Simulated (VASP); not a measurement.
# ScNb2O3 (P6/mmm) in VASP: notebook

ScNb2O3 is run at these levels: PBE; tasks: single point.

Program: VASP 6.6.1. These are calculated values, not measurements. Logs are shortened: lines on timing, memory, paths and dates and some standing lists are left out, and cuts for length are marked.

## 1. The cell of the first run

It takes space group P6/mmm (No. 191, hexagonal). The conventional cell has a = 5.144 Å, b = 5.144 Å, c = 3.272 Å, α = 90.00°, β = 90.00°, γ = 120.00°. Sc (site symmetry 6/mmm) has 6 Nb at 2.97 Å and 12 O at 3.05 Å and 2 Sc at 3.27 Å within 3.9 Å. Within 2.9 Å of Nb (site symmetry -6m2) lie 6 O at 2.21 Å. O (site symmetry mmm) has 4 Nb at 2.21 Å and 4 O at 2.57 Å within 2.9 Å.

## 2. Single point, PBE

Input file INCAR:

```
SYSTEM = ScNb2O3
ALGO = Normal
EDIFF = 1E-6
ENCUT = 520
GGA = PE
ISIF = 2
ISMEAR = 0
LASPH = .True.
LCHARG = .False.
LREAL = .False.
LWAVE = .False.
NBANDS = 36
NELM = 60
PREC = Accurate
SIGMA = 0.1
```

Input file KPOINTS:

```
k-points
0
Gamma
  6 6 6
  0 0 0
```

Input file POSCAR:

```
ScNb2O3
1.0
    5.1443469629     -0.0000000029      0.0000000000
   -2.5721734790      4.4551351572      0.0000000000
    0.0000000000      0.0000000000      3.2720144993
Sc Nb O
1 2 3
Direct
    0.0000000000      0.0000000000      0.0000000000
    0.6666666667      0.3333333333      0.0000000000
    0.3333333333      0.6666666667      0.0000000000
    0.0000000000      0.5000000000      0.5000000000
    0.5000000000      0.5000000000      0.5000000000
    0.5000000000      0.0000000000      0.5000000000
```

Potentials or basis: VASP PAW PBE potentials, release 64 (Sc_sv, Nb_sv, O).

The run is started by

```sh
$ cat potpaw_PBE.64/Sc_sv/POTCAR potpaw_PBE.64/Nb_sv/POTCAR potpaw_PBE.64/O/POTCAR > POTCAR
$ mpirun -np 1 vasp_std > vasp.out
```

OUTCAR:

```text
SYSTEM = ScNb2O3
   EDIFF = 1E-6
   ENCUT = 520
   GGA = PE
   ISIF = 2
   ISMEAR = 0
   LASPH = .True.
   LREAL = .False.
   NELM = 60
   PREC = Accurate

 ion  position               nearest neighbor table
   1  0.000  0.000  0.000-   2 2.97   3 2.97   2 2.97   3 2.97   2 2.97   3 2.97
   2  0.667  0.333  0.000-   4 2.21   4 2.21   6 2.21   6 2.21   5 2.21   5 2.21   3 2.97   3 2.97
                             1 2.97   1 2.97   1 2.97   3 2.97
   3  0.333  0.667  0.000-   4 2.21   4 2.21   6 2.21   6 2.21   5 2.21   5 2.21   2 2.97   2 2.97
                             1 2.97   1 2.97   1 2.97   2 2.97
   4  0.000  0.500  0.500-   2 2.21   3 2.21   2 2.21   3 2.21
   5  0.500  0.500  0.500-   2 2.21   3 2.21   2 2.21   3 2.21
   6  0.500  0.000  0.500-   2 2.21   3 2.21   2 2.21   3 2.21

  LATTYP: Found a hexagonal cell.
 ALAT       =     5.1443469629
 C/A-ratio  =     0.6360407886

  Lattice vectors:

 A1 = (   5.1443469629,  -0.0000000029,   0.0000000000)
 A2 = (  -2.5721734790,   4.4551351572,   0.0000000000)
 A3 = (   0.0000000000,   0.0000000000,   3.2720144993)

Analysis of symmetry for initial positions (statically):
=====================================================================
 Subroutine PRICEL returns:
 Original cell was already a primitive cell.

 Routine SETGRP: Setting up the symmetry group for a
 hexagonal supercell.

 Subroutine GETGRP returns: Found 24 space group operations
 (whereof 24 operations were pure point group operations)
 out of a pool of 24 trial point group operations.

The static configuration has the point symmetry D_6h.

Analysis of symmetry for dynamics (positions and initial velocities):
=====================================================================
 Subroutine PRICEL returns:
 Original cell was already a primitive cell.

 Routine SETGRP: Setting up the symmetry group for a
 hexagonal supercell.

 Subroutine GETGRP returns: Found 24 space group operations
 (whereof 24 operations were pure point group operations)
 out of a pool of 24 trial point group operations.

The dynamic configuration has the point symmetry D_6h.

 Subroutine INISYM returns: Found 24 space group operations
 (whereof 24 operations are pure point group operations),
 and found     1 'primitive' translations

----------------------------------------------------------------------------------------

                                     Primitive cell

  volume of cell :      74.9905

  direct lattice vectors                    reciprocal lattice vectors
     5.144346963 -0.000000003  0.000000000     0.194388133  0.112230041  0.000000000
    -2.572173479  4.455135157  0.000000000     0.000000000  0.224460081  0.000000000
     0.000000000  0.000000000  3.272014499     0.000000000  0.000000000  0.305622118

  length of vectors
     5.144346963  5.144346963  3.272014499     0.224460081  0.224460081  0.305622118

  position of ions in fractional coordinates (direct lattice)
     0.000000000  0.000000000  0.000000000
     0.666666667  0.333333333  0.000000000
     0.333333333  0.666666667  0.000000000
     1.000000000  0.500000000  0.500000000
     0.500000000  0.500000000  0.500000000
     0.500000000  1.000000000  0.500000000

  ion indices of the primitive-cell ions
   primitive index   ion index
                 1           1
                 2           2
                 3           3
                 4           4
                 5           5
                 6           6

----------------------------------------------------------------------------------------

 KPOINTS: k-points

Automatic generation of k-mesh.
 Grid dimensions read from file:
 generate k-points for:    6    6    6

 Generating k-lattice:

  Cartesian coordinates                     Fractional coordinates (reciprocal lattice)
     0.032398022  0.018705007  0.000000000     0.166666667 -0.000000000  0.000000000
     0.000000000  0.037410014  0.000000000    -0.000000000  0.166666667  0.000000000
     0.000000000  0.000000000  0.050937020     0.000000000  0.000000000  0.166666667

  Length of vectors
     0.037410014  0.037410014  0.050937020

  Shift w.r.t. Gamma in fractional coordinates (k-lattice)
     0.000000000  0.000000000  0.000000000

 Subroutine IBZKPT returns following result:
 ===========================================

 Found     28 irreducible k-points:

 Following reciprocal coordinates:
            Coordinates               Weight
  0.000000  0.000000  0.000000      1.000000
  0.166667  0.000000  0.000000      6.000000
  0.333333 -0.000000  0.000000      6.000000
  0.500000 -0.000000  0.000000      3.000000
  0.166667  0.166667  0.000000      6.000000
  0.333333  0.166667  0.000000     12.000000
[... 16 lines left out ...]
  0.166667  0.000000  0.500000      6.000000
  0.333333 -0.000000  0.500000      6.000000
 [... further k-points ...]
   k-points           NKPTS =     28   k-points in BZ     NKDIM =     28   number of bands    NBANDS=     36
   number of dos      NEDOS =    301   number of ions     NIONS =      6
   total plane-waves  NPLWV =  38400
   dimension x,y,z NGX =    40 NGY =   40 NGZ =   24
   dimension x,y,z NGXF=    80 NGYF=   80 NGZF=   48
   ions per type =               1   2   3
   NGX,Y,Z   is equivalent  to a cutoff of  12.93, 12.93, 12.19 a.u.
   NGXF,Y,Z  is equivalent  to a cutoff of  25.85, 25.85, 24.39 a.u.
 SYSTEM =  ScNb2O3
   PREC   = accura    normal or accurate (medium, high low for compatibility)
   ISTART =      0    job   : 0-new  1-cont  2-samecut
   ICHARG =      2    charge: 1-file 2-atom 10-const
   ISPIN  =      1    spin polarized calculation?
   LNONCOLLINEAR =      F non collinear calculations
   LSORBIT =      F    spin-orbit coupling
   LASPH  =      T    aspherical Exc in radial PAW
   ENCUT  =  520.0 eV  38.22 Ry    6.18 a.u.   9.57  9.57  6.08*2*pi/ulx,y,z
   NELM   =     60;   NELMIN=  2; NELMDL= -5     # of ELM steps
   EDIFF  = 0.1E-05   stopping-criterion for ELM
   LREAL  =      F    real-space projection
   EDIFFG = 0.1E-04   stopping-criterion for IOM
   NSW    =      0    number of steps for IOM
   IBRION =     -1    ionic relax: 0-MD 1-quasi-New 2-CG
   NFREE  =      0    steps in history (QN), initial steepest desc. (CG)
   ISIF   =      2    stress and relaxation
   ISYM   =      2    0-nonsym 1-usesym 2-fastsym
   POTIM  = 0.5000    time-step for ionic-motion
   TEBEG  =    0.0;   TEEND  =   0.0 temperature during run
   PSTRESS=    0.0 pullay stress
   NELECT =      55.0000    total number of electrons
   NUPDOWN=      -1.0000    fix difference up-down
   EMIN   =  10.00;   EMAX   =-10.00  energy-range for DOS
   EFERMI =   0.00;   METHOD = LEGACY
   ISMEAR =     0;   SIGMA  =   0.10  broadening in eV -4-tet -1-fermi 0-gaus
   EFERMI_NEDOS =   21; number of points for ismear=-14 and -15
   IALGO  =     38    algorithm
   IMIX   =      4    mixing-type and parameters
     AMIX     =   0.40;   BMIX     =  1.00
     AMIX_MAG =   1.60;   BMIX_MAG =  1.00
  volume/ion in A,a.u.               =      12.50        84.34
  Fermi-wavevector in a.u.,A,eV,Ry     =   1.476365  2.789924 29.655970  2.179652
  Thomas-Fermi vector in A             =   2.590900
   LORBIT       =      0    0 simple, 1 ext, 2 COOP (PROOUT), +10 PAW based schemes
   GGA     = PE    functional components
   LHFCALC =     F    Hartree Fock is set to
   AEXX    =    0.0000 exact exchange contribution
   IVDW    =     0    specifies the selected vdW correction
   LEPSILON=     F    determine dielectric tensor
   LRPA    =     F    only Hartree local field effects (RPA)
 non-spin polarized calculation
 Gauss-broadening in eV      SIGMA  =   0.10
  energy-cutoff  :      520.00
  volume of cell :       74.99
 maximum number of plane-waves:      2064
 NGX is ok and might be reduce to    40
   NGX = 19   NGY = 19   NGZ = 13

 number of electron      54.9999980 magnetization

 Free energy of the ion-electron system (eV)
  ---------------------------------------------------
  ext. energy  EPLUGINS =         0.00000000
  ---------------------------------------------------
  free energy    TOTEN  =       -50.00078051 eV

  energy without entropy =      -49.97867918  energy(sigma->0) =      -49.98972985

 E-fermi :   9.5818     XC(G=0): -11.9685

 val. band max:        9.5549759800   @ k =   0.5000  -0.0000   0.5000
 cond. band min:       9.6025494502   @ k =   0.1667   0.1667   0.3333
 fundamental gap:      0.0475734702
 Fermi energy:         9.5818366375

 k-point     1 :       0.0000    0.0000    0.0000
  band No.  band energies     occupation
      1     -46.5686      2.00000
      2     -46.4591      2.00000
      3     -40.3254      2.00000
      4     -22.8724      2.00000
      5     -22.8724      2.00000
      6     -22.6890      2.00000
[... 28 lines left out ...]
     35      11.3870      0.00000
     36      12.3033      0.00000

 k-point     2 :       0.1667    0.0000    0.0000
  band No.  band energies     occupation
      1     -46.5621      2.00000
      2     -46.4656      2.00000
      3     -40.3258      2.00000
      4     -22.8880      2.00000
      5     -22.8505      2.00000
      6     -22.6797      2.00000
[... 28 lines left out ...]
     35      11.9189      0.00000
     36      12.2150      0.00000

 k-point     3 :       0.3333   -0.0000    0.0000
  band No.  band energies     occupation
      1     -46.5454      2.00000
      2     -46.4823      2.00000
      3     -40.3264      2.00000
      4     -22.9167      2.00000
      5     -22.7863      2.00000
      6     -22.6557      2.00000
[... 28 lines left out ...]
     35      12.0752      0.00000
     36      12.4549      0.00000

 k-point     4 :       0.5000   -0.0000    0.0000
  band No.  band energies     occupation
      1     -46.5320      2.00000
      2     -46.4957      2.00000
      3     -40.3267      2.00000
      4     -22.9300      2.00000
      5     -22.7335      2.00000
      6     -22.6364      2.00000
[... 28 lines left out ...]
     35      12.0839      0.00000
     36      12.5875      0.00000

 k-point     5 :       0.1667    0.1667    0.0000
  band No.  band energies     occupation
      1     -46.5503      2.00000
      2     -46.4774      2.00000
      3     -40.3262      2.00000
      4     -22.9079      2.00000
      5     -22.8059      2.00000
      6     -22.6627      2.00000
[... 655 lines left out ...]
 k-point    22 :       0.0000    0.0000    0.5000
  band No.  band energies     occupation
      1     -46.5409      2.00000
      2     -46.4349      2.00000
      3     -40.3056      2.00000
      4     -23.1989      2.00000
      5     -22.8710      2.00000
      6     -22.7620      2.00000
[... 28 lines left out ...]
     35      12.0356      0.00000
     36      12.2436      0.00000

 k-point    23 :       0.1667    0.0000    0.5000
  band No.  band energies     occupation
      1     -46.5347      2.00000
      2     -46.4412      2.00000
      3     -40.3059      2.00000
      4     -23.1798      2.00000
      5     -22.8908      2.00000
      6     -22.7767      2.00000
[... 28 lines left out ...]
     35      12.4398      0.00000
     36      12.5963      0.00000

 k-point    24 :       0.3333   -0.0000    0.5000
  band No.  band energies     occupation
      1     -46.5185      2.00000
      2     -46.4574      2.00000
      3     -40.3065      2.00000
      4     -23.1305      2.00000
      5     -22.9416      2.00000
      6     -22.8037      2.00000
[... 28 lines left out ...]
     35      12.9015      0.00000
     36      13.0585      0.00000

 [... further k-points ...]
[... 5 lines left out ...]
  --------------------------------------------------------------------------------------
  -------------------------------------------------------------------------------------
  Total       -0.0664723     -0.0664723     -0.2181665      0.0000000      0.0000000      0.0000000
  in kB       -1.4201854     -1.4201854     -4.6611424      0.0000000      0.0000000      0.0000000
  external PRESSURE =      -2.5005044 kB  Pullay stress =       0.0000000 kB

 VOLUME and BASIS-vectors are now :
 -----------------------------------------------------------------------------
  energy-cutoff  :      520.00
  volume of cell :       74.99
      direct lattice vectors                 reciprocal lattice vectors
     5.144346963 -0.000000003  0.000000000     0.194388133  0.112230041  0.000000000
    -2.572173479  4.455135157  0.000000000     0.000000000  0.224460081  0.000000000
     0.000000000  0.000000000  3.272014499     0.000000000  0.000000000  0.305622118

 POSITION                                       TOTAL-FORCE (eV/Angst)
 -----------------------------------------------------------------------------------
      0.00000      0.00000      0.00000         0.000000      0.000000      0.000000
      2.57217      1.48505      0.00000         0.000000      0.000000      0.000000
      0.00000      2.97009      0.00000        -0.000000      0.000000      0.000000
     -1.28609      2.22757      1.63601        -0.000000      0.000000      0.000000
      1.28609      2.22757      1.63601         0.000000      0.000000      0.000000
      2.57217     -0.00000      1.63601         0.000000      0.000000      0.000000
 -----------------------------------------------------------------------------------
    total drift:                                0.000000     -0.000000      0.000000

  FREE ENERGIE OF THE ION-ELECTRON SYSTEM (eV)
  ---------------------------------------------------
  free  energy   TOTEN  =       -50.0007805108 eV

  energy  without entropy=      -49.9786791832  energy(sigma->0) =      -49.98972985
```

It took 34 s on 1 thread of Intel Xeon 6975P-C (Granite Rapids), shared host; peak memory 0.22 GiB.

What came out:

* Free energy: -50.0008 eV
* Pressure: -0.3 GPa

Stress tensor (GPa, compression positive):
```
-0.14  0.00  0.00
 0.00 -0.14  0.00
 0.00  0.00 -0.47
```

Caveat: an odd number of electrons without spin polarisation forces a metal; a magnetic or distorted state may lie lower.

## 3. Single point, PBE

This run uses another cell than the first one, of 12.81 Å³/atom, 1.025 times its volume.

Input file INCAR:

```
SYSTEM = ScNb2O3
PREC = Accurate ; ENCUT = 520
EDIFF = 1E-6 ; ISMEAR = 0
SIGMA = 0.1 ; LREAL = .FALSE.
LASPH = .TRUE. ; NELM = 60
ALGO = Normal ; ISIF = 2
LWAVE = .FALSE. ; LCHARG = .TRUE.
GGA = PE ; LELF = .TRUE.
LVHAR = .TRUE. ; NBANDS = 36
```

Input file KPOINTS:

```
regular mesh
0
G
  6 6 6
  0 0 0
```

Input file POSCAR:

```
ScNb2O3
1.0
    5.1268882100      0.0000000000      0.0000000000
   -2.5634441000      4.4400154300      0.0000000000
    0.0000000000      0.0000000000      3.3764932700
Sc Nb O
1 2 3
Direct
    0.0000000000      0.0000000000      0.0000000000
    0.6666666700      0.3333333300      0.0000000000
    0.3333333300      0.6666666700      0.0000000000
    0.0000000000      0.5000000000      0.5000000000
    0.5000000000      0.5000000000      0.5000000000
    0.5000000000      0.0000000000      0.5000000000
```

Potentials or basis: VASP PAW PBE potentials, release 64 (Sc_sv, Nb_sv, O).

The run is started by

```sh
$ cat potpaw_PBE.64/Sc_sv/POTCAR potpaw_PBE.64/Nb_sv/POTCAR potpaw_PBE.64/O/POTCAR > POTCAR
$ mpirun -np 1 vasp_std > vasp.out
```

Run time: 42 s. Hardware: 1 thread of Intel Xeon 6975P-C (Granite Rapids), shared host; peak memory 0.24 GiB.

It converged, with:

```
Free energy : -49.8901 eV
Pressure    : -5.6 GPa
```

Stress tensor (GPa, compression positive):
```
 -0.96   0.00   0.00
  0.00  -0.96   0.00
  0.00   0.00 -14.88
```

Levels at points of the mesh, in eV from the Fermi level:
| k point | band 25 | band 26 | band 27 | band 28 | band 29 | band 30 |
| --- | --- | --- | --- | --- | --- | --- |
| (0.00, 0.00, 0.00) | -2.90 | -0.81 | -0.24 | -0.24 | 0.30 | 0.30 |
| (0.50, 0.00, 0.00) | -1.81 | -1.79 | -0.58 | -0.24 | 0.37 | 0.40 |
| (0.00, 0.00, 0.50) | -1.61 | -1.19 | -1.19 | 0.58 | 0.58 | 1.45 |
| (0.50, 0.00, 0.50) | -2.54 | -0.76 | -0.44 | -0.24 | -0.16 | 0.63 |

Caveat: an odd number of electrons without spin polarisation forces a metal; a magnetic or distorted state may lie lower.
